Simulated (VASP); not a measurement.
# SnO (P4/nmm) in VASP: a series of runs, part 2 of 3

VASP 6.6.1.

## Step 3: Single point, LDA

This run uses another cell than the first one, of 15.53 Å³/atom.

INCAR

```
PREC     = Accurate       # precision mode
ENCUT    = 1340           # plane-wave cutoff, eV
EDIFF    = 1E-6           # SCF threshold, eV
ISMEAR   = 0              # smearing method
SIGMA    = 0.15           # smearing width, eV
LREAL    = F              # projectors in reciprocal space
LASPH    = T              # aspherical terms in the spheres
NELM     = 120            # most SCF steps
ALGO     = Normal         # electronic algorithm
ISIF     = 2              # what is computed and relaxed
LWAVE    = F              # write WAVECAR
LCHARG   = F              # write CHGCAR
GGA      = CA             # functional
NBANDS   = 28             # bands
GGA_COMPAT= F
```

KPOINTS

```
Automatic mesh
0
Gamma
  10 10 8
```

POSCAR

```
SnO
1.0
    3.6528000000      0.0000000000      0.0000000000
    0.0000000000      3.6528000000      0.0000000000
    0.0000000000      0.0000000000      4.6562290729
Sn O
2 2
Direct
    0.0000000000      0.5000000000      0.2455950842
    0.5000000000      0.0000000000      0.7544049158
    0.0000000000      0.0000000000      0.0000000000
    0.5000000000      0.5000000000      0.0000000000
```

Potentials or basis: VASP PAW LDA potentials, release 64 (Sn_d, O_h).

On the command line:

```console
$ cat potpaw_LDA.64/Sn_d/POTCAR potpaw_LDA.64/O_h/POTCAR > POTCAR
$ mpirun -np 1 vasp_std > vasp.out
```

OUTCAR:

```text
PREC = Accurate
   ENCUT = 1340
   EDIFF = 1E-6
   ISMEAR = 0
   LREAL = F
   LASPH = T
   NELM = 120
   ISIF = 2
   GGA = CA

 ion  position               nearest neighbor table
   1  0.000  0.500  0.246-   3 2.15   4 2.15   3 2.15   4 2.15   2 3.45   2 3.45   2 3.45   2 3.45
                             2 3.50   2 3.50   2 3.50   2 3.50
   2  0.500  0.000  0.754-   3 2.15   4 2.15   4 2.15   3 2.15   1 3.45   1 3.45   1 3.45   1 3.45
                             1 3.50   1 3.50   1 3.50   1 3.50
   3  0.000  0.000  0.000-   1 2.15   2 2.15   1 2.15   2 2.15
   4  0.500  0.500  0.000-   1 2.15   2 2.15   2 2.15   1 2.15

  LATTYP: Found a simple tetragonal cell.
 ALAT       =     3.6528000000
 C/A-ratio  =     1.2747013450

  Lattice vectors:

 A1 = (   3.6528000000,   0.0000000000,   0.0000000000)
 A2 = (   0.0000000000,   3.6528000000,   0.0000000000)
 A3 = (   0.0000000000,   0.0000000000,   4.6562290729)

Analysis of symmetry for initial positions (statically):
=====================================================================
 Subroutine PRICEL returns:
 Original cell was already a primitive cell.

 Routine SETGRP: Setting up the symmetry group for a
 simple tetragonal supercell.

 Subroutine GETGRP returns: Found 16 space group operations
 (whereof  8 operations were pure point group operations)
 out of a pool of 16 trial point group operations.

The static configuration has the point symmetry D_2d.
 The point group associated with its full space group is D_4h.

Analysis of symmetry for dynamics (positions and initial velocities):
=====================================================================
 Subroutine PRICEL returns:
 Original cell was already a primitive cell.

 Routine SETGRP: Setting up the symmetry group for a
 simple tetragonal supercell.

 Subroutine GETGRP returns: Found 16 space group operations
 (whereof  8 operations were pure point group operations)
 out of a pool of 16 trial point group operations.

The dynamic configuration has the point symmetry D_2d.
 The point group associated with its full space group is D_4h.

 Subroutine INISYM returns: Found 16 space group operations
 (whereof  8 operations are pure point group operations),
 and found     1 'primitive' translations

----------------------------------------------------------------------------------------

                                     Primitive cell

  volume of cell :      62.1278

  direct lattice vectors                    reciprocal lattice vectors
     3.652800000  0.000000000  0.000000000     0.273762593  0.000000000  0.000000000
     0.000000000  3.652800000  0.000000000     0.000000000  0.273762593  0.000000000
     0.000000000  0.000000000  4.656229073     0.000000000  0.000000000  0.214766066

  length of vectors
     3.652800000  3.652800000  4.656229073     0.273762593  0.273762593  0.214766066

  position of ions in fractional coordinates (direct lattice)
     0.000000000  0.500000000  0.245595084
     0.500000000  0.000000000  0.754404916
     0.000000000  0.000000000  0.000000000
     0.500000000  0.500000000  0.000000000

  ion indices of the primitive-cell ions
   primitive index   ion index
                 1           1
                 2           2
                 3           3
                 4           4

[... 24 lines left out ...]
 Found    105 irreducible k-points:

 Following reciprocal coordinates:
            Coordinates               Weight
  0.000000  0.000000  0.000000      1.000000
  0.100000  0.000000  0.000000      4.000000
  0.200000  0.000000  0.000000      4.000000
  0.300000  0.000000  0.000000      4.000000
  0.400000  0.000000  0.000000      4.000000
  0.500000  0.000000  0.000000      2.000000
[... 16 lines left out ...]
  0.100000  0.000000  0.125000      8.000000
  0.200000  0.000000  0.125000      8.000000
 [... further k-points ...]
   k-points           NKPTS =    105   k-points in BZ     NKDIM =    105   number of bands    NBANDS=     28
   number of dos      NEDOS =    301   number of ions     NIONS =      4
   total plane-waves  NPLWV = 129024
   dimension x,y,z NGX =    48 NGY =   48 NGZ =   56
   dimension x,y,z NGXF=    96 NGYF=   96 NGZF=  112
   ions per type =               2   2
   NGX,Y,Z   is equivalent  to a cutoff of  21.85, 21.85, 19.99 a.u.
   NGXF,Y,Z  is equivalent  to a cutoff of  43.69, 43.69, 39.99 a.u.
 SYSTEM =  unknown system
   PREC   = accura    normal or accurate (medium, high low for compatibility)
   ISTART =      0    job   : 0-new  1-cont  2-samecut
   ICHARG =      2    charge: 1-file 2-atom 10-const
   ISPIN  =      1    spin polarized calculation?
   LNONCOLLINEAR =      F non collinear calculations
   LSORBIT =      F    spin-orbit coupling
   LASPH  =      T    aspherical Exc in radial PAW
   ENCUT  = 1340.0 eV  98.49 Ry    9.92 a.u.  10.90 10.90 13.90*2*pi/ulx,y,z
   NELM   =    120;   NELMIN=  2; NELMDL= -5     # of ELM steps
   EDIFF  = 0.1E-05   stopping-criterion for ELM
   LREAL  =      F    real-space projection
   EDIFFG = 0.1E-04   stopping-criterion for IOM
   NSW    =      0    number of steps for IOM
   IBRION =     -1    ionic relax: 0-MD 1-quasi-New 2-CG
   NFREE  =      0    steps in history (QN), initial steepest desc. (CG)
   ISIF   =      2    stress and relaxation
   ISYM   =      2    0-nonsym 1-usesym 2-fastsym
   POTIM  = 0.5000    time-step for ionic-motion
   TEBEG  =    0.0;   TEEND  =   0.0 temperature during run
   PSTRESS=    0.0 pullay stress
   NELECT =      40.0000    total number of electrons
   NUPDOWN=      -1.0000    fix difference up-down
   EMIN   =  10.00;   EMAX   =-10.00  energy-range for DOS
   EFERMI =   0.00;   METHOD = LEGACY
   ISMEAR =     0;   SIGMA  =   0.15  broadening in eV -4-tet -1-fermi 0-gaus
   EFERMI_NEDOS =   21; number of points for ismear=-14 and -15
   IALGO  =     38    algorithm
   IMIX   =      4    mixing-type and parameters
     AMIX     =   0.40;   BMIX     =  1.00
     AMIX_MAG =   1.60;   BMIX_MAG =  1.00
  volume/ion in A,a.u.               =      15.53       104.81
  Fermi-wavevector in a.u.,A,eV,Ry     =   1.413620  2.671355 27.188828  1.998322
  Thomas-Fermi vector in A             =   2.535247
   LORBIT       =      0    0 simple, 1 ext, 2 COOP (PROOUT), +10 PAW based schemes
   GGA     = CA    functional components
   LHFCALC =     F    Hartree Fock is set to
   AEXX    =    0.0000 exact exchange contribution
   IVDW    =     0    specifies the selected vdW correction
   LEPSILON=     F    determine dielectric tensor
   LRPA    =     F    only Hartree local field effects (RPA)
 non-spin polarized calculation
 Gauss-broadening in eV      SIGMA  =   0.15
  energy-cutoff  :     1340.00
  volume of cell :       62.13
 maximum number of plane-waves:      6992
 NGX is ok and might be reduce to    48
   NGX = 21   NGY = 21   NGZ = 27

 number of electron      39.9999998 magnetization

 Free energy of the ion-electron system (eV)
  ---------------------------------------------------
  ext. energy  EPLUGINS =         0.00000000
  ---------------------------------------------------
  free energy    TOTEN  =       -25.62604098 eV

  energy without entropy =      -25.62160386  energy(sigma->0) =      -25.62382242

 E-fermi :   8.9711     XC(G=0): -11.3017

 val. band max:        8.9454330960   @ k =   0.0000   0.0000   0.1250
 cond. band min:       9.0044652987   @ k =   0.5000   0.4000   0.0000
 fundamental gap:      0.0590322027
 Fermi energy:         8.9711194653

 k-point     1 :       0.0000    0.0000    0.0000
  band No.  band energies     occupation
      1     -13.5656      2.00000
      2     -12.9504      2.00000
      3     -12.9504      2.00000
      4     -12.9410      2.00000
      5     -12.8678      2.00000
      6     -12.8504      2.00000
[... 733 lines left out ...]
     27      16.0522      0.00000
     28      18.6204      0.00000

 [... further k-points ...]

------------------------ aborting loop because EDIFF is reached ----------------------------------------

  FORCE on cell =-STRESS in cart. coord.  units (eV):
  Direction    XX          YY          ZZ          XY          YZ          ZX
  --------------------------------------------------------------------------------------
  -------------------------------------------------------------------------------------
  Total        3.8468018      3.8468018      2.2195508      0.0000000     -0.0000000      0.0000000
  in kB       99.2028767     99.2028767     57.2386717      0.0000000     -0.0000000      0.0000000
  external PRESSURE =      85.2148084 kB  Pullay stress =       0.0000000 kB

 VOLUME and BASIS-vectors are now :
 -----------------------------------------------------------------------------
  energy-cutoff  :     1340.00
  volume of cell :       62.13
      direct lattice vectors                 reciprocal lattice vectors
     3.652800000  0.000000000  0.000000000     0.273762593  0.000000000  0.000000000
     0.000000000  3.652800000  0.000000000     0.000000000  0.273762593  0.000000000
     0.000000000  0.000000000  4.656229073     0.000000000  0.000000000  0.214766066

 POSITION                                       TOTAL-FORCE (eV/Angst)
 -----------------------------------------------------------------------------------
      0.00000      1.82640      1.14355         0.000000     -0.000000      1.003140
      1.82640      0.00000      3.51268         0.000000     -0.000000     -1.003140
      0.00000      0.00000      0.00000         0.000000     -0.000000      0.000000
      1.82640      1.82640      0.00000         0.000000      0.000000      0.000000
 -----------------------------------------------------------------------------------
    total drift:                                0.000000      0.000000      0.000000

  FREE ENERGIE OF THE ION-ELECTRON SYSTEM (eV)
  ---------------------------------------------------
  free  energy   TOTEN  =       -25.6260409752 eV

  energy  without entropy=      -25.6216038649  energy(sigma->0) =      -25.62382242
```

It took 11 min on 1 thread of Intel Xeon Platinum 8275CL at 3.00GHz (Skylake/Cascade Lake), shared host; peak memory 0.72 GiB.

Results:

```yaml
Free_energy: -25.6260 eV
Pressure: 8.5 GPa
Largest_force: 1.003 eV/Å
Band_gap_on_the_k_mesh: zero (bands 20 and 21 overlap by 0.61 eV)
```

Forces in eV/Å, atoms in the order of the input:
```
Sn   0.000  0.000  1.003
Sn   0.000  0.000 -1.003
O    0.000  0.000  0.000
O    0.000  0.000  0.000
```

Stress tensor (GPa, compression positive):
```
9.92 0.00 0.00
0.00 9.92 0.00
0.00 0.00 5.72
```

Levels at points of the mesh, in eV from the Fermi level:
```tsv
k point	band 17	band 18	band 19	band 20	band 21	band 22	band 23	band 24
(0.00, 0.00, 0.00)	-4.24	-3.79	-3.79	0.09	2.46	4.33	4.51	4.51
(0.50, 0.00, 0.00)	-5.71	-5.71	-3.44	-3.44	3.28	3.28	6.00	6.00
(0.50, 0.50, 0.00)	-3.07	-3.07	-2.23	-2.23	-0.53	-0.53	4.10	4.10
(0.00, 0.00, 0.50)	-3.81	-3.81	-2.98	-2.77	1.57	2.52	2.52	3.72
(0.50, 0.00, 0.50)	-5.66	-5.66	-2.23	-2.23	2.61	2.61	5.37	5.37
(0.50, 0.50, 0.50)	-3.20	-3.20	-3.07	-3.07	1.91	1.91	4.21	4.21
```

Caveat: the cell stands under pressure; semilocal functionals underestimate gaps, and a narrow one can read as zero; spin-orbit coupling is left out, which moves the levels of the heavy elements; forces of over 1 eV/Å act on the atoms, so gaps and moduli don't describe the material at rest.

## Step 4: Single point, LDA

This run uses another cell than the first one, of 17.33 Å³/atom.

INCAR

```
SYSTEM = SnO
PREC = Accurate ; ENCUT = 1340
EDIFF = 1E-6 ; ISMEAR = 0
SIGMA = 0.15 ; LREAL = .False.
LASPH = .True. ; NELM = 120
ALGO = Normal ; ISIF = 2
LWAVE = .False. ; LCHARG = .False.
GGA = CA ; NBANDS = 28
GGA_COMPAT = .False.
```

KPOINTS

```
regular mesh
0
Gamma
  10 10 8
  0 0 0
```

POSCAR

```
SnO
1.0
    3.7657594054      0.0000000000      0.0000000000
    0.0000000000      3.7657594054      0.0000000000
    0.0000000000      0.0000000000      4.8890000000
Sn O
2 2
Direct
    0.0000000000      0.5000000000      0.2455950842
    0.5000000000      0.0000000000      0.7544049158
    0.0000000000      0.0000000000      0.0000000000
    0.5000000000      0.5000000000      0.0000000000
```

On the command line:

```console
$ cat potpaw_LDA.64/Sn_d/POTCAR potpaw_LDA.64/O_h/POTCAR > POTCAR
$ mpirun -np 1 vasp_std > vasp.out
```

Run time: 5.3 min. Hardware: 1 thread of Intel Xeon 6975P-C (Granite Rapids), shared host; peak memory 0.77 GiB.

The run converged. Its results:

| Quantity | Value |
| --- | --- |
| Free energy | -25.6970 eV |
| Pressure | -3.8 GPa |
| Largest force | 0.803 eV/Å |
| Band gap on the k mesh | zero (bands 20 and 21 overlap by 0.27 eV) |

Forces on the atoms (eV/Å):
```
Sn   0.000  0.000 -0.803
Sn   0.000  0.000  0.803
O    0.000  0.000  0.000
O    0.000  0.000  0.000
```

Stress tensor (GPa, compression positive):
```
-2.71  0.00  0.00
 0.00 -2.71  0.00
 0.00  0.00 -5.85
```

Levels at points of the mesh, in eV from the Fermi level:
```tsv
k point	band 16	band 17	band 18	band 19	band 20	band 21	band 22	band 23	band 24	band 25
(0.00, 0.00, 0.00)	-6.24	-3.53	-3.02	-3.02	0.01	2.16	4.30	4.41	4.41	5.46
(0.50, 0.00, 0.00)	-5.12	-4.76	-4.76	-2.97	-2.97	2.96	2.96	5.70	5.70	6.04
(0.50, 0.50, 0.00)	-5.26	-2.36	-2.36	-2.13	-2.13	-0.26	-0.26	4.08	4.08	6.90
(0.00, 0.00, 0.50)	-3.59	-3.24	-3.04	-3.04	-2.54	1.77	2.69	2.69	3.73	7.69
(0.50, 0.00, 0.50)	-5.51	-4.73	-4.73	-1.94	-1.94	2.37	2.37	5.23	5.23	6.60
(0.50, 0.50, 0.50)	-5.75	-2.92	-2.92	-2.37	-2.37	2.03	2.03	3.81	3.81	5.53
```

Caveat: the cell stands under tension; semilocal functionals underestimate gaps, and a narrow one can read as zero; spin-orbit coupling is left out, which moves the levels of the heavy elements.

## Step 5: Single point, LDA

This run uses another cell than the first one, of 15.68 Å³/atom.

INCAR

```
SYSTEM = SnO
PREC = Accurate
ENCUT = 1340
EDIFF = 1E-6
ISMEAR = 0
SIGMA = 0.15
LREAL = .FALSE.
LASPH = .TRUE.
NELM = 120
ALGO = Normal
ISIF = 2
LWAVE = .FALSE.
LCHARG = .FALSE.
NBANDS = 28
GGA_COMPAT = .FALSE.
```

KPOINTS

```
Automatic mesh
0
G
  10 10 8
  0 0 0
```

POSCAR, as its differences from that of step 4:

```diff
@@ -4,3 +4,3 @@
     0.0000000000      3.7657594054      0.0000000000
-    0.0000000000      0.0000000000      4.8890000000
+    0.0000000000      0.0000000000      4.4234000000
 Sn O
```

On the command line:

```console
$ cat potpaw_LDA.64/Sn_d/POTCAR potpaw_LDA.64/O_h/POTCAR > POTCAR
$ mpirun -np 1 vasp_std > vasp.out
```

Run time: 5.3 min. Hardware: 1 thread of Intel Xeon 6975P-C (Granite Rapids), shared host; peak memory 0.73 GiB.

The run converged. Its results:

* Free energy: -25.6667 eV
* Pressure: 5.7 GPa
* Largest force: 1.052 eV/Å
* Band gap on the k mesh: zero (bands 20 and 21 overlap by 0.12 eV)

Forces on the atoms (eV/Å):
```
Sn   0.000  0.000  1.052
Sn   0.000  0.000 -1.052
O    0.000  0.000  0.000
O    0.000  0.000  0.000
```

Stress tensor (GPa, compression positive):
```
4.79 0.00 0.00
0.00 4.79 0.00
0.00 0.00 7.39
```

Levels at points of the mesh, in eV from the Fermi level:
| k point | band 18 | band 19 | band 20 | band 21 | band 22 | band 23 |
| --- | --- | --- | --- | --- | --- | --- |
| (0.00, 0.00, 0.00) | -3.77 | -3.77 | -0.21 | 2.31 | 4.56 | 4.56 |
| (0.50, 0.00, 0.00) | -5.45 | -2.92 | -2.92 | 3.68 | 3.68 | 5.94 |
| (0.50, 0.50, 0.00) | -3.03 | -1.81 | -1.81 | -0.21 | -0.21 | 4.79 |
| (0.00, 0.00, 0.50) | -3.79 | -2.42 | -2.10 | 1.19 | 2.51 | 2.51 |
| (0.50, 0.00, 0.50) | -5.47 | -1.76 | -1.76 | 3.01 | 3.01 | 5.21 |
| (0.50, 0.50, 0.50) | -3.04 | -3.04 | -3.04 | 2.42 | 2.42 | 4.79 |

Caveat: the cell stands under pressure; semilocal functionals underestimate gaps, and a narrow one can read as zero; spin-orbit coupling is left out, which moves the levels of the heavy elements; forces of over 1 eV/Å act on the atoms, so gaps and moduli don't describe the material at rest.

(Continued in part 3 of 3.)

The gap in the log of VASP goes by the Fermi energy; the results here count the filled bands.